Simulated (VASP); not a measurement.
# GaP in VASP: further runs

GaP is run at these levels: PBEsol; tasks: single point.

Program: VASP 6.6.1. These are calculated values, not measurements. Logs are shortened: lines on timing, memory, paths and dates and some standing lists are left out, and cuts for length are marked.

## Step 1: The cell of the first run

It takes space group I-4m2 (No. 119, tetragonal). Conventional cell: a = 3.854 Å, b = 3.854 Å, c = 5.669 Å, α = 90.00°, β = 90.00°, γ = 90.00°. Ga (site symmetry -4m2) has 4 P at 2.39 Å within 3.2 Å. P (site symmetry -4m2) has 4 Ga at 2.39 Å within 3.2 Å.

## Step 2: Single point, PBEsol (strain +0.000 along x and y, +0.040 along z)

File INCAR:

```
ALGO     = Normal         # electronic algorithm
EDIFF    = 1E-6           # SCF threshold, eV
ENCUT    = 520            # plane-wave cutoff, eV
GGA      = PS             # functional
ISIF     = 2              # what is computed and relaxed
ISMEAR   = 0              # smearing method
LASPH    = T              # aspherical terms in the spheres
LCHARG   = F              # write CHGCAR
LREAL    = F              # projectors in reciprocal space
LWAVE    = F              # write WAVECAR
NBANDS   = 16             # bands
NELM     = 100            # most SCF steps
PREC     = Accurate       # precision mode
SIGMA    = 0.05           # smearing width, eV
```

File KPOINTS:

```
k-points
0
Gamma
  8 8 8
```

File POSCAR:

```
GaP
1.0
    0.0000000000      2.7252500000      2.8342600000
    2.7252500000      0.0000000000      2.8342600000
    2.7252500000      2.7252500000      0.0000000000
Ga P
1 1
Direct
    0.0000000000      0.0000000000      0.0000000000
    0.7500000000      0.7500000000      0.7500000000
```

Potentials or basis: VASP PAW PBE potentials, release 64 (Ga_d, P).

Launch:

```
cat potpaw_PBE.64/Ga_d/POTCAR potpaw_PBE.64/P/POTCAR > POTCAR
mpirun -np 1 vasp_std > vasp.out
```

OUTCAR:

```text
EDIFF = 1E-6
   ENCUT = 520
   GGA = PS
   ISIF = 2
   ISMEAR = 0
   LASPH = T
   LREAL = F
   NELM = 100
   PREC = Accurate

 ion  position               nearest neighbor table
   1  0.000  0.000  0.000-   2 2.39   2 2.39   2 2.39   2 2.39
   2  0.750  0.750  0.750-   1 2.39   1 2.39   1 2.39   1 2.39

  LATTYP: Found a body centered tetragonal cell.
 ALAT       =     3.8540855109
 C/A-ratio  =     1.4707821049

  Lattice vectors:

 A1 = (  -2.7252500000,   0.0000000000,   2.8342600000)
 A2 = (   2.7252500000,   0.0000000000,   2.8342600000)
 A3 = (   0.0000000000,   2.7252500000,  -2.8342600000)

Analysis of symmetry for initial positions (statically):
=====================================================================
 Subroutine PRICEL returns:
 Original cell was already a primitive cell.

 Routine SETGRP: Setting up the symmetry group for a
 body centered tetragonal supercell.

 Subroutine GETGRP returns: Found  8 space group operations
 (whereof  8 operations were pure point group operations)
 out of a pool of 16 trial point group operations.

The static configuration has the point symmetry D_2d.

Analysis of symmetry for dynamics (positions and initial velocities):
=====================================================================
 Subroutine PRICEL returns:
 Original cell was already a primitive cell.

 Routine SETGRP: Setting up the symmetry group for a
 body centered tetragonal supercell.

 Subroutine GETGRP returns: Found  8 space group operations
 (whereof  8 operations were pure point group operations)
 out of a pool of 16 trial point group operations.

The dynamic configuration has the point symmetry D_2d.

 Subroutine INISYM returns: Found  8 space group operations
 (whereof  8 operations are pure point group operations),
 and found     1 'primitive' translations

----------------------------------------------------------------------------------------

                                     Primitive cell

  volume of cell :      42.1000

  direct lattice vectors                    reciprocal lattice vectors
     0.000000000  2.725250000  2.834260000    -0.183469406  0.183469406  0.176412891
     2.725250000  0.000000000  2.834260000     0.183469406 -0.183469406  0.176412891
     2.725250000  2.725250000  0.000000000     0.183469406  0.183469406 -0.176412891

  length of vectors
     3.931922851  3.931922851  3.854085511     0.313757158  0.313757158  0.313757158

  position of ions in fractional coordinates (direct lattice)
     0.000000000  0.000000000  0.000000000
     0.750000000  0.750000000  0.750000000

  ion indices of the primitive-cell ions
   primitive index   ion index
                 1           1
                 2           2

----------------------------------------------------------------------------------------

 KPOINTS: k-points

Automatic generation of k-mesh.
 Grid dimensions read from file:
 generate k-points for:    8    8    8

 Generating k-lattice:

  Cartesian coordinates                     Fractional coordinates (reciprocal lattice)
    -0.022933676  0.022933676  0.022051611     0.125000000  0.000000000  0.000000000
     0.022933676 -0.022933676  0.022051611     0.000000000  0.125000000  0.000000000
     0.022933676  0.022933676 -0.022051611     0.000000000  0.000000000  0.125000000

  Length of vectors
     0.039219645  0.039219645  0.039219645

  Shift w.r.t. Gamma in fractional coordinates (k-lattice)
     0.000000000  0.000000000  0.000000000

 Subroutine IBZKPT returns following result:
 ===========================================

 Found     59 irreducible k-points:

 Following reciprocal coordinates:
            Coordinates               Weight
  0.000000  0.000000  0.000000      1.000000
  0.125000  0.000000  0.000000      8.000000
  0.250000  0.000000  0.000000      8.000000
  0.375000  0.000000  0.000000      8.000000
  0.500000  0.000000  0.000000      4.000000
  0.125000  0.125000  0.000000      2.000000
[... 16 lines left out ...]
  0.250000  0.000000  0.125000     16.000000
  0.375000  0.000000  0.125000     16.000000
 [... further k-points ...]
   k-points           NKPTS =     59   k-points in BZ     NKDIM =     59   number of bands    NBANDS=     16
   number of dos      NEDOS =    301   number of ions     NIONS =      2
   total plane-waves  NPLWV =  27000
   dimension x,y,z NGX =    30 NGY =   30 NGZ =   30
   dimension x,y,z NGXF=    60 NGYF=   60 NGZF=   60
   ions per type =               1   1
   NGX,Y,Z   is equivalent  to a cutoff of  12.68, 12.68, 12.94 a.u.
   NGXF,Y,Z  is equivalent  to a cutoff of  25.37, 25.37, 25.88 a.u.
 SYSTEM =  unknown system
   PREC   = accura    normal or accurate (medium, high low for compatibility)
   ISTART =      0    job   : 0-new  1-cont  2-samecut
   ICHARG =      2    charge: 1-file 2-atom 10-const
   ISPIN  =      1    spin polarized calculation?
   LNONCOLLINEAR =      F non collinear calculations
   LSORBIT =      F    spin-orbit coupling
   LASPH  =      T    aspherical Exc in radial PAW
   ENCUT  =  520.0 eV  38.22 Ry    6.18 a.u.   7.31  7.31  7.17*2*pi/ulx,y,z
   NELM   =    100;   NELMIN=  2; NELMDL= -5     # of ELM steps
   EDIFF  = 0.1E-05   stopping-criterion for ELM
   LREAL  =      F    real-space projection
   EDIFFG = 0.1E-04   stopping-criterion for IOM
   NSW    =      0    number of steps for IOM
   IBRION =     -1    ionic relax: 0-MD 1-quasi-New 2-CG
   NFREE  =      0    steps in history (QN), initial steepest desc. (CG)
   ISIF   =      2    stress and relaxation
   ISYM   =      2    0-nonsym 1-usesym 2-fastsym
   POTIM  = 0.5000    time-step for ionic-motion
   TEBEG  =    0.0;   TEEND  =   0.0 temperature during run
   PSTRESS=    0.0 pullay stress
   NELECT =      18.0000    total number of electrons
   NUPDOWN=      -1.0000    fix difference up-down
   EMIN   =  10.00;   EMAX   =-10.00  energy-range for DOS
   EFERMI =   0.00;   METHOD = LEGACY
   ISMEAR =     0;   SIGMA  =   0.05  broadening in eV -4-tet -1-fermi 0-gaus
   EFERMI_NEDOS =   21; number of points for ismear=-14 and -15
   IALGO  =     38    algorithm
   IMIX   =      4    mixing-type and parameters
     AMIX     =   0.40;   BMIX     =  1.00
     AMIX_MAG =   1.60;   BMIX_MAG =  1.00
  volume/ion in A,a.u.               =      21.05       142.05
  Fermi-wavevector in a.u.,A,eV,Ry     =   1.233308  2.330614 20.695122  1.521049
  Thomas-Fermi vector in A             =   2.368043
   LORBIT       =      0    0 simple, 1 ext, 2 COOP (PROOUT), +10 PAW based schemes
   GGA     = PS    functional components
   LHFCALC =     F    Hartree Fock is set to
   AEXX    =    0.0000 exact exchange contribution
   IVDW    =     0    specifies the selected vdW correction
   LEPSILON=     F    determine dielectric tensor
   LRPA    =     F    only Hartree local field effects (RPA)
 non-spin polarized calculation
 Gauss-broadening in eV      SIGMA  =   0.05
  energy-cutoff  :      520.00
  volume of cell :       42.10
 maximum number of plane-waves:      1154
 NGX is ok and might be reduce to    30
   NGX = 15   NGY = 15   NGZ = 15

 number of electron      18.0000002 magnetization

 Free energy of the ion-electron system (eV)
  ---------------------------------------------------
  ext. energy  EPLUGINS =         0.00000000
  ---------------------------------------------------
  free energy    TOTEN  =        -9.88871552 eV

  energy without entropy =       -9.88871552  energy(sigma->0) =       -9.88871552

 E-fermi :   4.5456     XC(G=0):  -9.8464

 val. band max:        4.2527086268   @ k =   0.0000   0.0000   0.0000
 cond. band min:       5.5955132803   @ k =   0.0000   0.0000   0.0000
 fundamental gap:      1.3428046535
 Fermi energy:         4.5455628085

 k-point     1 :       0.0000    0.0000    0.0000
  band No.  band energies     occupation
      1     -10.3105      2.00000
      2     -10.2988      2.00000
      3     -10.2988      2.00000
      4     -10.2170      2.00000
      5     -10.2113      2.00000
      6      -8.0545      2.00000
[... 8 lines left out ...]
     15      13.5237      0.00000
     16      14.2465      0.00000

 k-point     2 :       0.1250    0.0000    0.0000
  band No.  band energies     occupation
      1     -10.3158      2.00000
      2     -10.3007      2.00000
      3     -10.2948      2.00000
      4     -10.2174      2.00000
      5     -10.2109      2.00000
      6      -7.8612      2.00000
[... 8 lines left out ...]
     15      13.5105      0.00000
     16      13.5274      0.00000

 k-point     3 :       0.2500    0.0000    0.0000
  band No.  band energies     occupation
      1     -10.3399      2.00000
      2     -10.2932      2.00000
      3     -10.2861      2.00000
      4     -10.2172      2.00000
      5     -10.2086      2.00000
      6      -7.3130      2.00000
[... 8 lines left out ...]
     15      13.1668      0.00000
     16      13.8570      0.00000

 k-point     4 :       0.3750    0.0000    0.0000
  band No.  band energies     occupation
      1     -10.3633      2.00000
      2     -10.2864      2.00000
      3     -10.2795      2.00000
      4     -10.2149      2.00000
      5     -10.2042      2.00000
      6      -6.5514      2.00000
[... 8 lines left out ...]
     15      14.1504      0.00000
     16      14.3814      0.00000

 k-point     5 :       0.5000    0.0000    0.0000
  band No.  band energies     occupation
      1     -10.3726      2.00000
      2     -10.2843      2.00000
      3     -10.2774      2.00000
      4     -10.2133      2.00000
      5     -10.2017      2.00000
      6      -6.0901      2.00000
[... 8 lines left out ...]
     15      15.5570      0.00000
     16      15.8299      0.00000

 k-point     6 :       0.1250    0.1250    0.0000
  band No.  band energies     occupation
      1     -10.3284      2.00000
      2     -10.2910      2.00000
      3     -10.2910      2.00000
      4     -10.2146      2.00000
      5     -10.2139      2.00000
      6      -7.8087      2.00000
[... 8 lines left out ...]
     15      13.7392      0.00000
     16      14.4715      0.00000

 k-point     7 :       0.2500    0.1250    0.0000
  band No.  band energies     occupation
      1     -10.3461      2.00000
      2     -10.2856      2.00000
      3     -10.2820      2.00000
      4     -10.2156      2.00000
      5     -10.2127      2.00000
      6      -7.3873      2.00000
[... 8 lines left out ...]
     15      14.2993      0.00000
     16      14.9264      0.00000

 k-point     8 :       0.3750    0.1250    0.0000
  band No.  band energies     occupation
      1     -10.3641      2.00000
      2     -10.2824      2.00000
      3     -10.2744      2.00000
      4     -10.2130      2.00000
      5     -10.2112      2.00000
      6      -6.6837      2.00000
[... 8 lines left out ...]
     15      14.6969      0.00000
     16      14.8858      0.00000

 k-point     9 :       0.5000    0.1250    0.0000
  band No.  band energies     occupation
      1     -10.3743      2.00000
      2     -10.2813      2.00000
      3     -10.2719      2.00000
      4     -10.2121      2.00000
      5     -10.2074      2.00000
      6      -6.0285      2.00000
[... 8 lines left out ...]
     15      15.5989      0.00000
     16      15.6153      0.00000
[... 172 lines left out ...]
 k-point    19 :       0.5000    0.3750    0.0000
  band No.  band energies     occupation
      1     -10.3998      2.00000
      2     -10.2521      2.00000
      3     -10.2478      2.00000
      4     -10.2321      2.00000
      5     -10.2033      2.00000
      6      -5.5264      2.00000
[... 8 lines left out ...]
     15      16.1087      0.00000
     16      16.9658      0.00000

 k-point    20 :      -0.3750    0.3750    0.0000
  band No.  band energies     occupation
      1     -10.3921      2.00000
      2     -10.2625      2.00000
      3     -10.2512      2.00000
      4     -10.2240      2.00000
      5     -10.2090      2.00000
      6      -5.3253      2.00000
[... 8 lines left out ...]
     15      14.5377      0.00000
     16      18.1756      0.00000

 k-point    21 :       0.5000    0.5000    0.0000
  band No.  band energies     occupation
      1     -10.4070      2.00000
      2     -10.2437      2.00000
      3     -10.2437      2.00000
      4     -10.2377      2.00000
      5     -10.2006      2.00000
      6      -5.3432      2.00000
[... 8 lines left out ...]
     15      16.6238      0.00000
     16      16.9485      0.00000

 k-point    22 :       0.1250    0.0000    0.1250
  band No.  band energies     occupation
      1     -10.3184      2.00000
      2     -10.3015      2.00000
      3     -10.2914      2.00000
      4     -10.2203      2.00000
      5     -10.2089      2.00000
      6      -7.7910      2.00000
[... 8 lines left out ...]
     15      13.7801      0.00000
     16      14.0284      0.00000

 k-point    23 :       0.2500    0.0000    0.1250
  band No.  band energies     occupation
      1     -10.3402      2.00000
      2     -10.2913      2.00000
      3     -10.2835      2.00000
      4     -10.2233      2.00000
      5     -10.2059      2.00000
      6      -7.3543      2.00000
[... 8 lines left out ...]
     15      13.9470      0.00000
     16      14.9996      0.00000

 k-point    24 :       0.3750    0.0000    0.1250
  band No.  band energies     occupation
      1     -10.3620      2.00000
      2     -10.2830      2.00000
      3     -10.2769      2.00000
      4     -10.2225      2.00000
      5     -10.2025      2.00000
      6      -6.6434      2.00000
[... 8 lines left out ...]
     15      14.6202      0.00000
     16      15.0980      0.00000

 [... further k-points ...]
[... 5 lines left out ...]
  --------------------------------------------------------------------------------------
  -------------------------------------------------------------------------------------
  Total       -0.6773089     -0.6773089     -1.4923157      0.0000000      0.0000000     -0.0000000
  in kB      -25.7759672    -25.7759672    -56.7922273      0.0000000      0.0000000     -0.0000000
  external PRESSURE =     -36.1147205 kB  Pullay stress =       0.0000000 kB

 VOLUME and BASIS-vectors are now :
 -----------------------------------------------------------------------------
  energy-cutoff  :      520.00
  volume of cell :       42.10
      direct lattice vectors                 reciprocal lattice vectors
     0.000000000  2.725250000  2.834260000    -0.183469406  0.183469406  0.176412891
     2.725250000  0.000000000  2.834260000     0.183469406 -0.183469406  0.176412891
     2.725250000  2.725250000  0.000000000     0.183469406  0.183469406 -0.176412891

 POSITION                                       TOTAL-FORCE (eV/Angst)
 -----------------------------------------------------------------------------------
      0.00000      0.00000      0.00000        -0.000000     -0.000000     -0.000000
      4.08788      4.08788      4.25139         0.000000      0.000000      0.000000
 -----------------------------------------------------------------------------------
    total drift:                               -0.000000     -0.000000     -0.000001

  FREE ENERGIE OF THE ION-ELECTRON SYSTEM (eV)
  ---------------------------------------------------
  free  energy   TOTEN  =        -9.8887155235 eV

  energy  without entropy=       -9.8887155235  energy(sigma->0) =       -9.88871552
```

Run time: 47 s. Hardware: 1 thread of Intel Xeon Platinum 8259CL at 2.50GHz (Skylake/Cascade Lake), shared host; peak memory 0.19 GiB.

Results:

| Item | Value |
| --- | --- |
| Free energy | -9.8887 eV |
| Pressure | -3.6 GPa |
| Band gap on the k mesh | 1.34 eV |

Caveat: the cell differs from its parent crystal (strain +0.000 along x and y, +0.040 along z); the cell stands under tension; the PAW data sets were made with another functional, which shifts forces and pressure a little.

(Part 1 of 2 ends here.)
